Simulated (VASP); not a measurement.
# SnSe (Pnma) in VASP: further runs, part 2 of 2

VASP 6.6.1. The steps go on from the part before.

## 4. Relaxation of cell and atoms, LDA

This run uses another cell than the first one, of 25.13 Å³/atom.

Input file INCAR:

```
ALGO = Normal
EDIFF = 1E-7
EDIFFG = -0.005
ENCUT = 600
GGA = CA
IBRION = 2
ISIF = 3
ISMEAR = 0
KPAR = 2
LASPH = T
LCHARG = F
LREAL = F
LWAVE = F
NELM = 80
NSW = 90
PREC = Accurate
SIGMA = 0.03
```

Input file KPOINTS:

```
k-points
0
Gamma
  4 8 8
```

Input file POSCAR:

```
SnSe                                    
1.0
   11.3174956186      0.0000000000      0.0000000000
    0.0000000000      4.1277976507     -0.0000000000
    0.0000000000     -0.0000000000      4.3037186118
  Sn              Se            
     4     4
Direct
     0.1177125319765308    0.2500000000000000    0.0886192375427252
     0.3822874680234690    0.7500000000000000    0.5886192375427250
     0.6177125319765306    0.2500000000000000    0.4113807624572748
     0.8822874680234694    0.7500000000000000    0.9113807624572750
     0.3580983690380492    0.2500000000000000    0.0212418880919026
     0.1419016309619507    0.7500000000000000    0.5212418880919025
     0.8580983690380494    0.2500000000000000    0.4787581119080973
     0.6419016309619506    0.7500000000000000    0.9787581119080975
```

On the command line:

```sh
$ cat potpaw_LDA.64/Sn_d/POTCAR potpaw_LDA.64/Se/POTCAR > POTCAR
$ mpirun -np 2 vasp_std > vasp.out
```

It took 40 min on 2 MPI ranks of Intel Xeon 6975P-C (Granite Rapids), shared host; peak memory 0.76 GiB.

Results (log left out):

```yaml
Free_energy: -38.0214 eV
Relaxed_volume: 25.14 Å³/atom
Relaxed_cell: a = 11.313 Å, b = 4.117 Å, c = 4.318 Å, α = 90.00°, β = 90.00°, γ = 90.00°
Space_group_after_relaxing_to_0.1_Å: Pnma (No. 62)
Energy_gained_by_relaxing: 0.1 meV/atom
Ionic_steps: 26
Pressure_after_relaxing: 0.0 GPa
Largest_force_after_relaxing: 0.005 eV/Å
Band_gap_on_the_k_mesh: 0.41 eV (least direct gap 0.74 eV)
```

Forces on the atoms (eV/Å):
```
Sn   0.000  0.000  0.005
Sn   0.000  0.000  0.005
Sn   0.000  0.000 -0.005
Sn   0.000  0.000 -0.005
Se   0.000  0.000  0.001
Se   0.000  0.000  0.001
Se   0.000  0.000 -0.001
Se   0.000  0.000 -0.001
```

Step by step:
| step | energy change (eV) | largest force (eV/Å) | pressure (GPa) | volume (Å³) |
| --- | --- | --- | --- | --- |
| 1 | 0.0000 | 0.0088 | 0.00 | 201.05 |
| 2 | -0.0001 | 0.0091 | 0.00 | 201.07 |
| 3 | -0.0002 | 0.0101 | -0.01 | 201.09 |
| 4 | -0.0002 | 0.0109 | -0.02 | 201.10 |
| 5 | -0.0002 | 0.0092 | 0.00 | 201.04 |
| 6 | -0.0002 | 0.0105 | 0.02 | 200.99 |
| 7 | -0.0003 | 0.0104 | 0.01 | 201.05 |
| 8 | -0.0003 | 0.0110 | -0.03 | 201.23 |
| 9 | -0.0003 | 0.0146 | -0.12 | 201.59 |
| 10 | -0.0004 | 0.0122 | -0.07 | 201.33 |
| 11 | -0.0004 | 0.0112 | -0.06 | 201.33 |
| 12 | -0.0004 | 0.0100 | -0.06 | 201.32 |
| 13 | -0.0004 | 0.0079 | -0.04 | 201.30 |
| 14 | -0.0005 | 0.0121 | -0.01 | 201.27 |
| 15 | -0.0005 | 0.0114 | -0.01 | 201.27 |
| 16 | -0.0005 | 0.0104 | -0.01 | 201.26 |
| 17 | -0.0005 | 0.0082 | 0.00 | 201.20 |
| 18 | -0.0005 | 0.0075 | 0.02 | 201.10 |
| 19 | -0.0006 | 0.0070 | 0.02 | 201.14 |
| 20 | -0.0006 | 0.0060 | 0.01 | 201.15 |
| 21 | -0.0006 | 0.0061 | 0.00 | 201.16 |
| 22 | -0.0006 | 0.0111 | -0.02 | 201.20 |
| 23 | -0.0006 | 0.0086 | -0.02 | 201.18 |
| 24 | -0.0006 | 0.0062 | 0.00 | 201.13 |
| 25 | -0.0006 | 0.0049 | 0.02 | 201.09 |
| 26 | -0.0007 | 0.0045 | 0.01 | 201.12 |

Final structure:
```
CELL_PARAMETERS angstrom
11.31336 0.00000 0.00000
0.00000 4.11737 0.00000
0.00000 0.00000 4.31759
ATOMIC_POSITIONS crystal
Sn 0.11703 0.25000 0.09234
Sn 0.38297 0.75000 0.59234
Sn 0.61703 0.25000 0.40766
Sn 0.88297 0.75000 0.90766
Se 0.35769 0.25000 0.02292
Se 0.14231 0.75000 0.52292
Se 0.85769 0.25000 0.47708
Se 0.64231 0.75000 0.97708
```

Levels at points of the mesh, in eV from the valence-band top:
```tsv
k point	band 38	band 39	band 40	band 41	band 42	band 43
(0.00, 0.00, 0.00)	-1.35	-0.80	-0.64	0.41	2.93	3.02
(0.50, 0.00, 0.00)	-2.04	-0.65	-0.65	2.52	2.52	2.68
(0.00, 0.50, 0.00)	-1.07	-0.68	-0.68	0.80	0.80	1.38
(0.50, 0.50, 0.00)	-0.99	-0.99	-0.99	1.36	1.36	1.36
(0.00, 0.00, 0.50)	-0.87	-0.30	-0.30	1.14	1.14	1.28
(0.50, 0.00, 0.50)	-0.50	-0.22	-0.22	1.03	1.03	1.35
(0.00, 0.50, 0.50)	-2.51	-1.62	-1.62	2.55	2.55	3.00
(0.50, 0.50, 0.50)	-1.69	-1.69	-1.69	2.30	2.30	2.30
```

Caveat: spin-orbit coupling is left out, which moves the levels of the heavy elements.

## 5. Relaxation of shape and atoms at fixed volume, LDA (23.63 Å³/atom)

This run uses another cell than the first one, of 23.63 Å³/atom.

Input file INCAR:

```
ALGO = Normal
EDIFF = 1E-7
EDIFFG = -0.01
ENCUT = 600
GGA = CA
IBRION = 2
ISIF = 4
ISMEAR = 0
KPAR = 2
LASPH = T
LCHARG = F
LREAL = F
LWAVE = F
NELM = 80
NSW = 40
PREC = Accurate
SIGMA = 0.03
```

KPOINTS is that of step 4.

Input file POSCAR:

```
SnSe                                    
1.0
   11.0824078526      0.0000000000      0.0000000000
    0.0000000000      4.0333146297     -0.0000000000
    0.0000000000     -0.0000000000      4.2294470494
  Sn              Se            
     4     4
Direct
     0.1170280971248635    0.2500000000000000    0.0923359957896487
     0.3829719028751365    0.7500000000000000    0.5923359957896486
     0.6170280971248636    0.2500000000000000    0.4076640042103513
     0.8829719028751364    0.7500000000000000    0.9076640042103514
     0.3576942589116968    0.2500000000000000    0.0229218848228403
     0.1423057410883030    0.7500000000000000    0.5229218848228402
     0.8576942589116973    0.2500000000000000    0.4770781151771598
     0.6423057410883027    0.7500000000000000    0.9770781151771598
```

On the command line:

```sh
$ cat potpaw_LDA.64/Sn_d/POTCAR potpaw_LDA.64/Se/POTCAR > POTCAR
$ mpirun -np 2 vasp_std > vasp.out
```

Wall time 30 min (2 MPI ranks of Intel Xeon 6975P-C (Granite Rapids), shared host); peak memory 0.69 GiB.

The run converged. Its results:

```
Free energy                  : -37.9101 eV
Energy gained by relaxing    : 5.7 meV/atom
Ionic steps                  : 18
Pressure after relaxing      : 3.1 GPa
Largest force after relaxing : 0.005 eV/Å
Band gap on the k mesh       : 0.14 eV (least direct gap 0.63 eV)
```

Forces on the atoms (eV/Å):
```
Sn  -0.005  0.000  0.000
Sn   0.005  0.000  0.000
Sn  -0.005  0.000  0.000
Sn   0.005  0.000  0.000
Se   0.000  0.000 -0.003
Se   0.000  0.000 -0.003
Se   0.000  0.000  0.003
Se   0.000  0.000  0.003
```

Stress tensor (GPa, compression positive):
```
3.17 0.00 0.00
0.00 3.07 0.00
0.00 0.00 3.11
```

The path:
| step | energy change (eV) | largest force (eV/Å) | pressure (GPa) |
| --- | --- | --- | --- |
| 1 | 0.0000 | 0.3500 | 4.37 |
| 2 | -0.0273 | 0.1900 | 3.87 |
| 3 | -0.0378 | 0.0591 | 3.37 |
| 4 | -0.0401 | 0.0259 | 3.31 |
| 5 | -0.0401 | 0.0284 | 3.31 |
| 6 | -0.0408 | 0.0282 | 3.30 |
| 7 | -0.0416 | 0.0280 | 3.29 |
| 8 | -0.0418 | 0.0277 | 3.26 |
| 9 | -0.0419 | 0.0277 | 3.27 |
| 10 | -0.0425 | 0.0223 | 3.26 |
| 11 | -0.0433 | 0.0273 | 3.23 |
| 12 | -0.0428 | 0.0534 | 3.19 |
| 13 | -0.0434 | 0.0363 | 3.20 |
| 14 | -0.0440 | 0.0302 | 3.19 |
| 15 | -0.0451 | 0.0132 | 3.16 |
| 16 | -0.0455 | 0.0315 | 3.08 |
| 17 | -0.0456 | 0.0184 | 3.11 |
| 18 | -0.0459 | 0.0051 | 3.12 |

Final structure:
```
Sn Se
1.0
    11.09390    0.00000    0.00000
     0.00000    4.07356    0.00000
     0.00000    0.00000    4.18332
Sn Se
4 4
Direct
  0.11608 0.25000 0.06851
  0.38392 0.75000 0.56851
  0.61608 0.25000 0.43149
  0.88392 0.75000 0.93149
  0.35973 0.25000 0.01987
  0.14027 0.75000 0.51987
  0.85973 0.25000 0.48013
  0.64027 0.75000 0.98013
```

Levels at points of the mesh, in eV from the valence-band top:
```csv
k point,band 37,band 38,band 39,band 40,band 41,band 42,band 43,band 44
"(0.00, 0.00, 0.00)",-1.92,-1.53,-0.94,-0.80,0.15,3.04,3.13,3.15
"(0.50, 0.00, 0.00)",-2.29,-2.29,-0.80,-0.80,2.51,2.51,2.74,2.74
"(0.00, 0.50, 0.00)",-1.21,-1.21,-0.52,-0.52,0.60,0.60,1.25,1.25
"(0.50, 0.50, 0.00)",-0.96,-0.96,-0.96,-0.96,1.35,1.35,1.35,1.35
"(0.00, 0.00, 0.50)",-0.93,-0.93,-0.40,-0.40,0.86,0.86,1.10,1.10
"(0.50, 0.00, 0.50)",-0.54,-0.54,-0.22,-0.22,0.89,0.89,0.94,0.94
"(0.00, 0.50, 0.50)",-2.69,-2.69,-1.93,-1.93,2.55,2.55,2.94,2.94
"(0.50, 0.50, 0.50)",-1.86,-1.86,-1.86,-1.86,2.16,2.16,2.16,2.16
```

Caveat: spin-orbit coupling is left out, which moves the levels of the heavy elements. A k mesh can miss the band edges.

## 6. Overview

```tsv
task	level	potentials or basis	cell	gap on the mesh (eV)	pressure (GPa)	relaxed volume (Å³/atom)	largest force (eV/Å)
relaxation of cell and atoms	PBE	VASP PAW PBE potentials, release 64 (Sn_d, Se)	relaxed from a = 11.766, b = 4.206, c = 4.566 Å, 8 atoms, atomic positions A	0.69	0.0	28.26	-
relaxation of cell and atoms	LDA	VASP PAW LDA potentials, release 64 (Sn_d, Se)	relaxed from a = 11.420, b = 4.190, c = 4.460 Å, 8 atoms, atomic positions B	0.39	0.0	25.13	0.01
relaxation of cell and atoms	LDA	VASP PAW LDA potentials, release 64 (Sn_d, Se)	relaxed from a = 11.317, b = 4.128, c = 4.304 Å, 8 atoms, atomic positions C	0.41	0.0	25.14	-
relaxation of shape and atoms at fixed volume	LDA	VASP PAW LDA potentials, release 64 (Sn_d, Se)	atoms relaxed from a = 11.082, b = 4.033, c = 4.229 Å, 8 atoms, atomic positions D	0.14	3.1	-	0.01
```

Alike in all rows: no spin polarisation; k mesh 4 × 8 × 8; cutoff (eV) 600; smearing gaussian 0.03 eV.

Caveats: spin-orbit coupling is left out, which moves the levels of the heavy elements.

Total energies depend on the potentials used, so only differences within one code and one set of settings carry meaning.
